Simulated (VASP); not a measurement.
# Pd (Fm-3m) in VASP: settings compared

Aim: see how the results for Pd move with the level of theory and the settings. Levels: PBEsol+D3(BJ), PBE. Tasks: single point.

All numbers are computed with VASP 6.6.1; they aren't measurements. Logs are shortened: lines on timing, memory, paths and dates and some standing lists are left out, and cuts for length are marked.

**1. The cell of the first run**

Symmetry: Fm-3m, No. 225, cubic system. Conventional cell: a = 3.893 Å, b = 3.893 Å, c = 3.893 Å, α = 90.00°, β = 90.00°, γ = 90.00°. Pd (site symmetry m-3m) has 12 Pd at 2.75 Å within 3.6 Å.

**2. Single point, PBEsol+D3(BJ)**

Contents of INCAR:

```
SYSTEM = Pd
  PREC = Accurate
  ENCUT = 520
  EDIFF = 1E-6
  ISMEAR = -1
  SIGMA = 0.05
  LREAL = .False.
  LASPH = .True.
  NELM = 60
  ALGO = Normal
  ISIF = 2
  LWAVE = .False.
  LCHARG = .True.
  GGA = PS
  IVDW = 12
  LELF = .True.
  LVHAR = .True.
  NBANDS = 11
```

Contents of KPOINTS:

```
regular mesh
0
Gamma
  12 12 12
  0 0 0
```

Contents of POSCAR:

```
Pd
1.0
    0.0000000000      1.9465000000      1.9465000000
    1.9465000000      0.0000000000      1.9465000000
    1.9465000000      1.9465000000      0.0000000000
Pd
1
Direct
    0.0000000000      0.0000000000      0.0000000000
```

Potentials or basis: VASP PAW PBE potentials, release 64 (Pd).

Launch:

```console
cat potpaw_PBE.64/Pd/POTCAR > POTCAR
mpirun -np 1 vasp_std > vasp.out
```

OUTCAR:

```text
SYSTEM = Pd
   PREC = Accurate
   ENCUT = 520
   EDIFF = 1E-6
   ISMEAR = -1
   LREAL = .False.
   LASPH = .True.
   NELM = 60
   ISIF = 2
   GGA = PS
   IVDW = 12
 IVDW          = 12

 ion  position               nearest neighbor table
   1  0.000  0.000  0.000-

  LATTYP: Found a face centered cubic cell.
 ALAT       =     3.8930000000

  Lattice vectors:

 A1 = (   0.0000000000,   1.9465000000,   1.9465000000)
 A2 = (   1.9465000000,   0.0000000000,   1.9465000000)
 A3 = (   1.9465000000,   1.9465000000,   0.0000000000)

Analysis of symmetry for initial positions (statically):
[... 33 lines left out ...]
                                     Primitive cell

  volume of cell :      14.7500

  direct lattice vectors                    reciprocal lattice vectors
     0.000000000  1.946500000  1.946500000    -0.256871307  0.256871307  0.256871307
     1.946500000  0.000000000  1.946500000     0.256871307 -0.256871307  0.256871307
     1.946500000  1.946500000  0.000000000     0.256871307  0.256871307 -0.256871307

  length of vectors
     2.752766699  2.752766699  2.752766699     0.444914156  0.444914156  0.444914156

  position of ions in fractional coordinates (direct lattice)
     0.000000000  0.000000000  0.000000000

  ion indices of the primitive-cell ions
   primitive index   ion index
                 1           1

----------------------------------------------------------------------------------------

 KPOINTS: regular mesh

Automatic generation of k-mesh.
 Grid dimensions read from file:
 generate k-points for:   12   12   12

 Generating k-lattice:

  Cartesian coordinates                     Fractional coordinates (reciprocal lattice)
    -0.021405942  0.021405942  0.021405942     0.083333333  0.000000000  0.000000000
     0.021405942 -0.021405942  0.021405942     0.000000000  0.083333333  0.000000000
     0.021405942  0.021405942 -0.021405942     0.000000000  0.000000000  0.083333333

  Length of vectors
     0.037076180  0.037076180  0.037076180

  Shift w.r.t. Gamma in fractional coordinates (k-lattice)
     0.000000000  0.000000000  0.000000000

 Subroutine IBZKPT returns following result:
 ===========================================

 Found     72 irreducible k-points:

 Following reciprocal coordinates:
            Coordinates               Weight
  0.000000  0.000000  0.000000      1.000000
  0.083333  0.000000  0.000000      8.000000
  0.166667  0.000000  0.000000      8.000000
  0.250000  0.000000  0.000000      8.000000
  0.333333  0.000000  0.000000      8.000000
  0.416667  0.000000  0.000000      8.000000
[... 16 lines left out ...]
  0.500000  0.166667  0.000000     24.000000
 -0.416667  0.166667  0.000000     24.000000
 [... further k-points ...]
   k-points           NKPTS =     72   k-points in BZ     NKDIM =     72   number of bands    NBANDS=     11
   number of dos      NEDOS =    301   number of ions     NIONS =      1
   total plane-waves  NPLWV =   8000
   dimension x,y,z NGX =    20 NGY =   20 NGZ =   20
   dimension x,y,z NGXF=    40 NGYF=   40 NGZF=   40
   ions per type =               1
   NGX,Y,Z   is equivalent  to a cutoff of  12.08, 12.08, 12.08 a.u.
   NGXF,Y,Z  is equivalent  to a cutoff of  24.16, 24.16, 24.16 a.u.
 SYSTEM =  Pd
   PREC   = accura    normal or accurate (medium, high low for compatibility)
   ISTART =      0    job   : 0-new  1-cont  2-samecut
   ICHARG =      2    charge: 1-file 2-atom 10-const
   ISPIN  =      1    spin polarized calculation?
   LNONCOLLINEAR =      F non collinear calculations
   LSORBIT =      F    spin-orbit coupling
   LASPH  =      T    aspherical Exc in radial PAW
   ENCUT  =  520.0 eV  38.22 Ry    6.18 a.u.   5.12  5.12  5.12*2*pi/ulx,y,z
   NELM   =     60;   NELMIN=  2; NELMDL= -5     # of ELM steps
   EDIFF  = 0.1E-05   stopping-criterion for ELM
   LREAL  =      F    real-space projection
   EDIFFG = 0.1E-04   stopping-criterion for IOM
   NSW    =      0    number of steps for IOM
   IBRION =     -1    ionic relax: 0-MD 1-quasi-New 2-CG
   NFREE  =      0    steps in history (QN), initial steepest desc. (CG)
   ISIF   =      2    stress and relaxation
   ISYM   =      2    0-nonsym 1-usesym 2-fastsym
   POTIM  = 0.5000    time-step for ionic-motion
   TEBEG  =    0.0;   TEEND  =   0.0 temperature during run
   PSTRESS=    0.0 pullay stress
   NELECT =      10.0000    total number of electrons
   NUPDOWN=      -1.0000    fix difference up-down
   EMIN   =  10.00;   EMAX   =-10.00  energy-range for DOS
   EFERMI =   0.00;   METHOD = LEGACY
   ISMEAR =    -1;   SIGMA  =   0.05  broadening in eV -4-tet -1-fermi 0-gaus
   EFERMI_NEDOS =   21; number of points for ismear=-14 and -15
   IALGO  =     38    algorithm
   IMIX   =      4    mixing-type and parameters
     AMIX     =   0.40;   BMIX     =  1.00
     AMIX_MAG =   1.60;   BMIX_MAG =  1.00
  volume/ion in A,a.u.               =      14.75        99.54
  Fermi-wavevector in a.u.,A,eV,Ry     =   1.438171  2.717748 28.141404  2.068335
  Thomas-Fermi vector in A             =   2.557167
   LORBIT       =      0    0 simple, 1 ext, 2 COOP (PROOUT), +10 PAW based schemes
   GGA     = PS    functional components
   LHFCALC =     F    Hartree Fock is set to
   AEXX    =    0.0000 exact exchange contribution
   IVDW    =    12    specifies the selected vdW correction
   LEPSILON=     F    determine dielectric tensor
   LRPA    =     F    only Hartree local field effects (RPA)
 non-spin polarized calculation
  energy-cutoff  :      520.00
  volume of cell :       14.75
 maximum number of plane-waves:       415
   NGX = 11   NGY = 11   NGZ = 11

 number of electron      10.0000000 magnetization

 number of electron       9.9999999 magnetization

 Free energy of the ion-electron system (eV)
  ---------------------------------------------------
  ext. energy  EPLUGINS =         0.00000000
  ---------------------------------------------------
  free energy    TOTEN  =        -5.97305408 eV

  energy without entropy =       -5.95343734  energy(sigma->0) =       -5.96324571

 E-fermi :   9.5881     XC(G=0): -13.3827

 val. band max:        9.5860880877   @ k =   0.5000   0.0000   0.0000
 cond. band min:       9.5881805492   @ k =   0.5000   0.4167   0.0833
 fundamental gap:      0.0020924615
 Fermi energy:         9.5880542625

 k-point     1 :       0.0000    0.0000    0.0000
  band No.  band energies     occupation
      1       2.3803      2.00000
      2       6.7521      2.00000
      3       6.7521      2.00000
      4       6.7521      2.00000
      5       8.3848      2.00000
      6       8.3848      2.00000
      7      26.7475      0.00000
      8      31.5185      0.00000
      9      31.5185      0.00000
     10      31.5185      0.00000
     11      35.6726      0.00000

 k-point     2 :       0.0833    0.0000    0.0000
  band No.  band energies     occupation
      1       2.6307      2.00000
      2       6.6653      2.00000
      3       6.8373      2.00000
      4       6.8373      2.00000
      5       8.3456      2.00000
      6       8.3456      2.00000
      7      27.0004      0.00000
      8      30.0228      0.00000
      9      31.8051      0.00000
     10      31.8051      0.00000
     11      35.7549      0.00000

 k-point     3 :       0.1667    0.0000    0.0000
  band No.  band energies     occupation
      1       3.3100      2.00000
      2       6.5132      2.00000
      3       7.0106      2.00000
      4       7.0106      2.00000
      5       8.3185      2.00000
      6       8.3185      2.00000
      7      26.8105      0.00000
      8      28.0568      0.00000
      9      32.5484      0.00000
     10      32.5484      0.00000
     11      35.7555      0.00000

 k-point     4 :       0.2500    0.0000    0.0000
  band No.  band energies     occupation
      1       4.0787      2.00000
      2       6.7040      2.00000
      3       7.0493      2.00000
      4       7.0493      2.00000
      5       8.5313      2.00000
      6       8.5313      2.00000
      7      24.0767      0.00000
      8      27.7964      0.00000
      9      33.1807      0.00000
     10      33.1807      0.00000
     11      35.3128      0.00000

 k-point     5 :       0.3333    0.0000    0.0000
  band No.  band energies     occupation
      1       4.3627      2.00000
      2       6.9143      2.00000
      3       6.9143      2.00000
      4       7.8252      2.00000
      5       8.9849      1.99999
      6       8.9849      1.99999
      7      21.0092      0.00000
      8      27.0468      0.00000
      9      32.3302      0.00000
     10      32.3302      0.00000
     11      35.9530      0.00000
[... 211 lines left out ...]
 k-point    21 :       0.3333    0.1667    0.0000
  band No.  band energies     occupation
      1       4.8151      2.00000
      2       5.9363      2.00000
      3       6.9347      2.00000
      4       7.6032      2.00000
      5       9.1881      1.99933
      6       9.1969      1.99920
      7      23.5246      0.00000
      8      27.8060      0.00000
      9      28.4481      0.00000
     10      30.6434      0.00000
     11      35.4227      0.00000

 k-point    22 :       0.4167    0.1667    0.0000
  band No.  band energies     occupation
      1       4.8656      2.00000
      2       6.3264      2.00000
      3       6.9142      2.00000
      4       7.4657      2.00000
      5       9.5425      1.42627
      6      10.7706      0.00000
      7      20.3507      0.00000
      8      26.8118      0.00000
      9      28.1031      0.00000
     10      29.8676      0.00000
     11      35.7593      0.00000

 k-point    23 :       0.5000    0.1667    0.0000
  band No.  band energies     occupation
      1       4.8324      2.00000
      2       6.2717      2.00000
      3       7.3202      2.00000
      4       7.4459      2.00000
      5       9.6291      0.61146
      6      12.6288      0.00000
      7      17.6455      0.00000
      8      25.9617      0.00000
      9      28.3677      0.00000
     10      28.9035      0.00000
     11      35.7706      0.00000

 k-point    24 :      -0.4167    0.1667    0.0000
  band No.  band energies     occupation
      1       4.8840      2.00000
      2       6.2790      2.00000
      3       7.2514      2.00000
      4       7.6511      2.00000
      5       9.3575      1.98031
      6      13.1781      0.00000
      7      17.1421      0.00000
      8      25.3858      0.00000
      9      28.4127      0.00000
     10      29.4243      0.00000
     11      35.7647      0.00000

 [... further k-points ...]

------------------------ aborting loop because EDIFF is reached ----------------------------------------

 Edisp (eV)   -0.62176

 E8    (eV) :    -0.4151

  FORCE on cell =-STRESS in cart. coord.  units (eV):
  Direction    XX          YY          ZZ          XY          YZ          ZX
  --------------------------------------------------------------------------------------
  -------------------------------------------------------------------------------------
  Total      -0.92760    -0.92760    -0.92760    -0.00000     0.00000     0.00000
  in kB    -100.75793  -100.75793  -100.75793    -0.00000     0.00000     0.00000
  external pressure =     -100.76 kB  Pullay stress =        0.00 kB

 VOLUME and BASIS-vectors are now :
 -----------------------------------------------------------------------------
  energy-cutoff  :      520.00
  volume of cell :       14.75
      direct lattice vectors                 reciprocal lattice vectors
     0.000000000  1.946500000  1.946500000    -0.256871307  0.256871307  0.256871307
     1.946500000  0.000000000  1.946500000     0.256871307 -0.256871307  0.256871307
     1.946500000  1.946500000  0.000000000     0.256871307  0.256871307 -0.256871307

 POSITION                                       TOTAL-FORCE (eV/Angst)
 -----------------------------------------------------------------------------------
      0.00000      0.00000      0.00000        -0.000000      0.000000     -0.000000
 -----------------------------------------------------------------------------------
    total drift:                               -0.000000     -0.000000     -0.000000

  FREE ENERGIE OF THE ION-ELECTRON SYSTEM (eV)
  ---------------------------------------------------
  free  energy   TOTEN  =        -6.5948134455 eV

  energy  without entropy=       -6.5751967065  energy(sigma->0) =       -6.58500508
```

Wall time 6.8 s (1 thread of AMD EPYC 7R13 (Zen 3), shared host); peak memory 0.11 GiB.

What came out:

- Free energy: -6.5948 eV
- Pressure: -10.1 GPa
- Band gap on the k mesh: zero (band 5 reaches 9.90 eV, above the bottom of band 6 at 8.32 eV)
- Dispersion energy per atom: -0.622 eV

Caveat: the PAW data sets were made with another functional, which shifts forces and pressure a little; pairwise dispersion overbinds metals, which lowers pressure and volume.

(Part 1 of 2 ends here.)
